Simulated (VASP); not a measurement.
# RuS2 (fluorite type) (Fm-3m) in VASP: single point with PBE

Aim: the single point of RuS2 (fluorite type) with PBE.

Everything below comes from runs of VASP 6.6.1. Logs are shortened: lines on timing, memory, paths and dates and some standing lists are left out, and cuts for length are marked.

## Step 1: The cell of the first run

The structure is cubic, space group Fm-3m (No. 225). The conventional cell has a = 5.733 Å, b = 5.733 Å, c = 5.733 Å, α = 90.00°, β = 90.00°, γ = 90.00°. Ru (site symmetry m-3m) has 8 S at 2.48 Å within 3.3 Å. S (site symmetry -43m) has 4 Ru at 2.48 Å and 6 S at 2.87 Å within 3.3 Å.

## Step 2: Single point, PBE

Contents of INCAR:

```
ALGO = Normal ; EDIFF = 1E-6
ENCUT = 520 ; GGA = PE
ISIF = 2 ; ISMEAR = -5
LASPH = True ; LCHARG = True
LELF = True ; LREAL = False
LVHAR = True ; LWAVE = False
NBANDS = 20 ; NELM = 80
PREC = Accurate ; SIGMA = 0.1
```

Contents of KPOINTS:

```
k-points
0
Gamma
  11 11 11
```

Contents of POSCAR:

```
RuS2
1.0
    0.0000000000      2.8666412919      2.8666412919
    2.8666412919      0.0000000000      2.8666412919
    2.8666412919      2.8666412919      0.0000000000
Ru S
1 2
Direct
    0.0000000000      0.0000000000      0.0000000000
    0.2500000000      0.2500000000      0.2500000000
    0.7500000000      0.7500000000      0.7500000000
```

Potentials or basis: VASP PAW PBE potentials, release 64 (Ru_pv, S).

Command:

```sh
cat potpaw_PBE.64/Ru_pv/POTCAR potpaw_PBE.64/S/POTCAR > POTCAR
mpirun -np 1 vasp_std > vasp.out
```

OUTCAR:

```text
EDIFF = 1E-6
   ENCUT = 520
   GGA = PE
   ISIF = 2
   ISMEAR = -5
   LASPH = True
   LREAL = False
   NELM = 80
   PREC = Accurate

 ion  position               nearest neighbor table
   1  0.000  0.000  0.000-   3 2.48   3 2.48   3 2.48   2 2.48   3 2.48   2 2.48   2 2.48   2 2.48

   2  0.250  0.250  0.250-   1 2.48   1 2.48   1 2.48   1 2.48
   3  0.750  0.750  0.750-   1 2.48   1 2.48   1 2.48   1 2.48

  LATTYP: Found a face centered cubic cell.
 ALAT       =     5.7332825838

  Lattice vectors:

 A1 = (   0.0000000000,   2.8666412919,   2.8666412919)
 A2 = (   2.8666412919,   0.0000000000,   2.8666412919)
 A3 = (   2.8666412919,   2.8666412919,   0.0000000000)

Analysis of symmetry for initial positions (statically):
=====================================================================
 Subroutine PRICEL returns:
 Original cell was already a primitive cell.

 Routine SETGRP: Setting up the symmetry group for a
 face centered cubic supercell.

 Subroutine GETGRP returns: Found 48 space group operations
 (whereof 48 operations were pure point group operations)
 out of a pool of 48 trial point group operations.

The static configuration has the point symmetry O_h .

Analysis of symmetry for dynamics (positions and initial velocities):
=====================================================================
 Subroutine PRICEL returns:
 Original cell was already a primitive cell.

 Routine SETGRP: Setting up the symmetry group for a
 face centered cubic supercell.

 Subroutine GETGRP returns: Found 48 space group operations
 (whereof 48 operations were pure point group operations)
 out of a pool of 48 trial point group operations.

The dynamic configuration has the point symmetry O_h .

 Subroutine INISYM returns: Found 48 space group operations
 (whereof 48 operations are pure point group operations),
 and found     1 'primitive' translations

----------------------------------------------------------------------------------------

                                     Primitive cell

  volume of cell :      47.1140

  direct lattice vectors                    reciprocal lattice vectors
     0.000000000  2.866641292  2.866641292    -0.174420149  0.174420149  0.174420149
     2.866641292  0.000000000  2.866641292     0.174420149 -0.174420149  0.174420149
     2.866641292  2.866641292  0.000000000     0.174420149  0.174420149 -0.174420149

  length of vectors
     4.054042993  4.054042993  4.054042993     0.302104559  0.302104559  0.302104559

  position of ions in fractional coordinates (direct lattice)
     0.000000000  0.000000000  0.000000000
     0.250000000  0.250000000  0.250000000
     0.750000000  0.750000000  0.750000000

  ion indices of the primitive-cell ions
   primitive index   ion index
                 1           1
                 2           2
                 3           3

----------------------------------------------------------------------------------------

 KPOINTS: k-points

Automatic generation of k-mesh.
 Grid dimensions read from file:
 generate k-points for:   11   11   11

 Generating k-lattice:

  Cartesian coordinates                     Fractional coordinates (reciprocal lattice)
    -0.015856377  0.015856377  0.015856377     0.090909091  0.000000000  0.000000000
     0.015856377 -0.015856377  0.015856377     0.000000000  0.090909091  0.000000000
     0.015856377  0.015856377 -0.015856377     0.000000000  0.000000000  0.090909091

  Length of vectors
     0.027464051  0.027464051  0.027464051

  Shift w.r.t. Gamma in fractional coordinates (k-lattice)
     0.000000000  0.000000000  0.000000000

 TETIRR: Found    201 inequivalent tetrahedra from     7986

 Subroutine IBZKPT returns following result:
 ===========================================

 Found     56 irreducible k-points:

 Following reciprocal coordinates:
            Coordinates               Weight
  0.000000  0.000000  0.000000      1.000000
  0.090909  0.000000  0.000000      8.000000
  0.181818  0.000000  0.000000      8.000000
  0.272727  0.000000  0.000000      8.000000
  0.363636  0.000000  0.000000      8.000000
  0.454545  0.000000  0.000000      8.000000
[... 16 lines left out ...]
 -0.272727  0.181818  0.000000     24.000000
 -0.181818  0.181818  0.000000     12.000000
 [... further k-points ...]
   k-points           NKPTS =     56   k-points in BZ     NKDIM =     56   number of bands    NBANDS=     20
   number of dos      NEDOS =    301   number of ions     NIONS =      3
   total plane-waves  NPLWV =  27000
   dimension x,y,z NGX =    30 NGY =   30 NGZ =   30
   dimension x,y,z NGXF=    60 NGYF=   60 NGZF=   60
   ions per type =               1   2
   NGX,Y,Z   is equivalent  to a cutoff of  12.30, 12.30, 12.30 a.u.
   NGXF,Y,Z  is equivalent  to a cutoff of  24.60, 24.60, 24.60 a.u.
 SYSTEM =  unknown system
   PREC   = accura    normal or accurate (medium, high low for compatibility)
   ISTART =      0    job   : 0-new  1-cont  2-samecut
   ICHARG =      2    charge: 1-file 2-atom 10-const
   ISPIN  =      1    spin polarized calculation?
   LNONCOLLINEAR =      F non collinear calculations
   LSORBIT =      F    spin-orbit coupling
   LASPH  =      T    aspherical Exc in radial PAW
   ENCUT  =  520.0 eV  38.22 Ry    6.18 a.u.   7.54  7.54  7.54*2*pi/ulx,y,z
   NELM   =     80;   NELMIN=  2; NELMDL= -5     # of ELM steps
   EDIFF  = 0.1E-05   stopping-criterion for ELM
   LREAL  =      F    real-space projection
   EDIFFG = 0.1E-04   stopping-criterion for IOM
   NSW    =      0    number of steps for IOM
   IBRION =     -1    ionic relax: 0-MD 1-quasi-New 2-CG
   NFREE  =      0    steps in history (QN), initial steepest desc. (CG)
   ISIF   =      2    stress and relaxation
   ISYM   =      2    0-nonsym 1-usesym 2-fastsym
   POTIM  = 0.5000    time-step for ionic-motion
   TEBEG  =    0.0;   TEEND  =   0.0 temperature during run
   PSTRESS=    0.0 pullay stress
   NELECT =      26.0000    total number of electrons
   NUPDOWN=      -1.0000    fix difference up-down
   EMIN   =  10.00;   EMAX   =-10.00  energy-range for DOS
   EFERMI =   0.00;   METHOD = LEGACY
   ISMEAR =    -5;   SIGMA  =   0.10  broadening in eV -4-tet -1-fermi 0-gaus
   EFERMI_NEDOS =   21; number of points for ismear=-14 and -15
   IALGO  =     38    algorithm
   IMIX   =      4    mixing-type and parameters
     AMIX     =   0.40;   BMIX     =  1.00
     AMIX_MAG =   1.60;   BMIX_MAG =  1.00
  volume/ion in A,a.u.               =      15.70       105.98
  Fermi-wavevector in a.u.,A,eV,Ry     =   1.342814  2.537551 24.533345  1.803150
  Thomas-Fermi vector in A             =   2.470938
   LORBIT       =      0    0 simple, 1 ext, 2 COOP (PROOUT), +10 PAW based schemes
   GGA     = PE    functional components
   LHFCALC =     F    Hartree Fock is set to
   AEXX    =    0.0000 exact exchange contribution
   IVDW    =     0    specifies the selected vdW correction
   LEPSILON=     F    determine dielectric tensor
   LRPA    =     F    only Hartree local field effects (RPA)
 non-spin polarized calculation
 Fermi weights with tetrahedron method with Bloechl corrections
  energy-cutoff  :      520.00
  volume of cell :       47.11
 maximum number of plane-waves:      1295
 NGX is ok and might be reduce to    30
   NGX = 15   NGY = 15   NGZ = 15

 number of electron      26.0000001 magnetization

 Free energy of the ion-electron system (eV)
  ---------------------------------------------------
  ext. energy  EPLUGINS =         0.00000000
  ---------------------------------------------------
  free energy    TOTEN  =       -17.97166501 eV

  energy without entropy =      -17.97166501  energy(sigma->0) =      -17.97166501

 E-fermi :   9.0408     XC(G=0): -11.5377

 val. band max:        9.1007327097   @ k =  -0.2727   0.4545   0.1818
 cond. band min:       9.0732473928   @ k =   0.3636   0.0000   0.0000
 fundamental gap:     -0.0274853170
 Fermi energy:         9.0407640011

 k-point     1 :       0.0000    0.0000    0.0000
  band No.  band energies     occupation
      1     -34.0757      2.00000
      2     -34.0757      2.00000
      3     -34.0757      2.00000
      4      -7.1931      2.00000
      5      -2.0114      2.00000
      6       2.2089      2.00000
[... 12 lines left out ...]
     19      13.5105      0.00000
     20      15.5275      0.00000

 k-point     2 :       0.0909    0.0000    0.0000
  band No.  band energies     occupation
      1     -34.0770      2.00000
      2     -34.0759      2.00000
      3     -34.0759      2.00000
      4      -7.1052      2.00000
      5      -2.2440      2.00000
      6       2.2694      2.00000
[... 12 lines left out ...]
     19      14.0536      0.00000
     20      15.8861      0.00000

 k-point     3 :       0.1818    0.0000    0.0000
  band No.  band energies     occupation
      1     -34.0803      2.00000
      2     -34.0764      2.00000
      3     -34.0764      2.00000
      4      -6.8491      2.00000
      5      -2.7818      2.00000
      6       2.4397      2.00000
[... 12 lines left out ...]
     19      14.8144      0.00000
     20      16.8133      0.00000

 k-point     4 :       0.2727    0.0000    0.0000
  band No.  band energies     occupation
      1     -34.0847      2.00000
      2     -34.0771      2.00000
      3     -34.0771      2.00000
      4      -6.4487      2.00000
      5      -3.4118      2.00000
      6       2.6819      2.00000
[... 12 lines left out ...]
     19      15.7500      0.00000
     20      17.8316      0.00000

 k-point     5 :       0.3636    0.0000    0.0000
  band No.  band energies     occupation
      1     -34.0888      2.00000
      2     -34.0777      2.00000
      3     -34.0777      2.00000
      4      -5.9447      2.00000
      5      -4.0402      2.00000
      6       2.9250      2.00000
[... 12 lines left out ...]
     19      16.9594      0.00000
     20      18.0622      0.00000

 k-point     6 :       0.4545    0.0000    0.0000
  band No.  band energies     occupation
      1     -34.0912      2.00000
      2     -34.0781      2.00000
      3     -34.0781      2.00000
      4      -5.4171      2.00000
      5      -4.6126      2.00000
      6       3.0776      2.00000
[... 12 lines left out ...]
     19      18.0053      0.00000
     20      18.0053      0.00000

 k-point     7 :       0.0909    0.0909    0.0000
  band No.  band energies     occupation
      1     -34.0770      2.00000
      2     -34.0762      2.00000
      3     -34.0762      2.00000
      4      -7.0760      2.00000
      5      -2.3084      2.00000
      6       2.2518      2.00000
[... 12 lines left out ...]
     19      14.3843      0.00000
     20      15.9437      0.00000
[... 277 lines left out ...]
 k-point    20 :       0.4545    0.1818    0.0000
  band No.  band energies     occupation
      1     -34.0891      2.00000
      2     -34.0804      2.00000
      3     -34.0791      2.00000
      4      -5.5536      2.00000
      5      -4.2693      2.00000
      6       2.5868      2.00000
[... 12 lines left out ...]
     19      18.4599      0.00000
     20      18.6473      0.00000

 k-point    21 :      -0.4545    0.1818    0.0000
  band No.  band energies     occupation
      1     -34.0901      2.00000
      2     -34.0813      2.00000
      3     -34.0790      2.00000
      4      -5.1091      2.00000
      5      -4.7161      2.00000
      6       2.3954      2.00000
[... 12 lines left out ...]
     19      18.5725      0.00000
     20      19.2665      0.00000

 k-point    22 :      -0.3636    0.1818    0.0000
  band No.  band energies     occupation
      1     -34.0893      2.00000
      2     -34.0816      2.00000
      3     -34.0785      2.00000
      4      -5.3788      2.00000
      5      -4.4666      2.00000
      6       2.3034      2.00000
[... 12 lines left out ...]
     19      17.4946      0.00000
     20      18.8827      0.00000

 k-point    23 :      -0.2727    0.1818    0.0000
  band No.  band energies     occupation
      1     -34.0871      2.00000
      2     -34.0810      2.00000
      3     -34.0778      2.00000
      4      -5.8760      2.00000
      5      -3.9884      2.00000
      6       2.2886      2.00000
[... 12 lines left out ...]
     19      17.0681      0.00000
     20      18.4736      0.00000

 k-point    24 :      -0.1818    0.1818    0.0000
  band No.  band energies     occupation
      1     -34.0844      2.00000
      2     -34.0795      2.00000
      3     -34.0770      2.00000
      4      -6.3211      2.00000
      5      -3.5156      2.00000
      6       2.3156      2.00000
[... 12 lines left out ...]
     19      17.0279      0.00000
     20      17.5140      0.00000

 [... further k-points ...]

------------------------ aborting loop because EDIFF is reached ----------------------------------------

  FORCE on cell =-STRESS in cart. coord.  units (eV):
  Direction    XX          YY          ZZ          XY          YZ          ZX
  --------------------------------------------------------------------------------------
  -------------------------------------------------------------------------------------
  Total       -0.0587522     -0.0587522     -0.0587522     -0.0000000      0.0000000     -0.0000000
  in kB       -1.9979501     -1.9979501     -1.9979501     -0.0000000      0.0000000     -0.0000000
  external PRESSURE =      -1.9979501 kB  Pullay stress =       0.0000000 kB

 VOLUME and BASIS-vectors are now :
 -----------------------------------------------------------------------------
  energy-cutoff  :      520.00
  volume of cell :       47.11
      direct lattice vectors                 reciprocal lattice vectors
     0.000000000  2.866641292  2.866641292    -0.174420149  0.174420149  0.174420149
     2.866641292  0.000000000  2.866641292     0.174420149 -0.174420149  0.174420149
     2.866641292  2.866641292  0.000000000     0.174420149  0.174420149 -0.174420149

 POSITION                                       TOTAL-FORCE (eV/Angst)
 -----------------------------------------------------------------------------------
      0.00000      0.00000      0.00000        -0.000000     -0.000000     -0.000000
      1.43332      1.43332      1.43332         0.000000      0.000000      0.000000
      4.29996      4.29996      4.29996        -0.000000     -0.000000     -0.000000
 -----------------------------------------------------------------------------------
    total drift:                                0.000000     -0.000000     -0.000000

  FREE ENERGIE OF THE ION-ELECTRON SYSTEM (eV)
  ---------------------------------------------------
  free  energy   TOTEN  =       -17.9716650083 eV

  energy  without entropy=      -17.9716650083  energy(sigma->0) =      -17.97166501
```

Run time: 39 s. Hardware: 1 thread of Intel Xeon Platinum 8488C (Sapphire Rapids), shared host; peak memory 0.19 GiB.

Results:

```
Free energy            : -17.9717 eV
Pressure               : -0.2 GPa
Band gap on the k mesh : zero (bands 13 and 14 overlap by 0.12 eV)
```

Caveat: tetrahedron occupations give inexact forces and stress in metals.
